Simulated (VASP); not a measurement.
HfO2: single point with r2SCAN+D3(BJ)

HfO2:

```
CELL_PARAMETERS angstrom
4.81353 0.00000 0.00000
0.00000 4.81353 0.00000
0.00000 0.00000 3.20541
ATOMIC_POSITIONS crystal
Hf 0.00000 0.00000 0.00000
Hf 0.50000 0.50000 0.50000
O 0.19495 0.80505 0.50000
O 0.30505 0.30505 0.00000
O 0.69495 0.69495 0.00000
O 0.80505 0.19495 0.50000
```

| Property | Result |
| --- | --- |
| Program | VASP 6.6.1 |
| Task | single point |
| Functional | r2SCAN |
| Dispersion | D3(BJ) |
| Potentials or basis | VASP PAW PBE potentials, release 64 (Hf_pv, O) |
| Cutoff | 520 eV |
| k mesh | 6 × 6 × 9 |
| Occupations | gaussian, width 0.01 eV |
| Spin | no spin polarisation |

```json
{
  "Pressure": "-1.0 GPa",
  "Largest force": "0.012 eV/Å",
  "Band gap on the k mesh": "4.53 eV",
  "Dispersion energy per atom": "-0.099 eV"
}
```

Forces in eV/Å, atoms in the order of the input:
```
Hf   0.000  0.000  0.000
Hf   0.000  0.000  0.000
O   -0.008  0.008  0.000
O    0.008  0.008  0.000
O   -0.008 -0.008  0.000
O    0.008 -0.008  0.000
```

Levels at points of the mesh, in eV from the valence-band top:
```tsv
k point	band 18	band 19	band 20	band 21	band 22	band 23	band 24	band 25	band 26	band 27
(0.00, 0.00, 0.00)	-1.70	-0.78	-0.52	-0.52	0.00	4.53	4.67	5.78	6.16	6.16
(0.50, 0.00, 0.00)	-2.83	-1.50	-1.50	-0.68	-0.68	5.19	5.19	6.80	6.80	7.06
(0.50, 0.50, 0.00)	-1.79	-1.19	-1.19	-0.87	-0.87	4.75	4.75	6.22	6.22	7.22
```

Wall time 5.6 min on 1 thread of Intel(R) Xeon(R) Platinum 8488C (Sapphire Rapids), on a shared host, peak memory 0.24 GiB.

Caveat: three body term missing; the PAW data sets were made with another functional, which shifts forces and pressure a little; spin-orbit coupling is left out, which moves the levels of the heavy elements; an odd mesh through Γ misses points on the zone boundary, where band edges can lie.
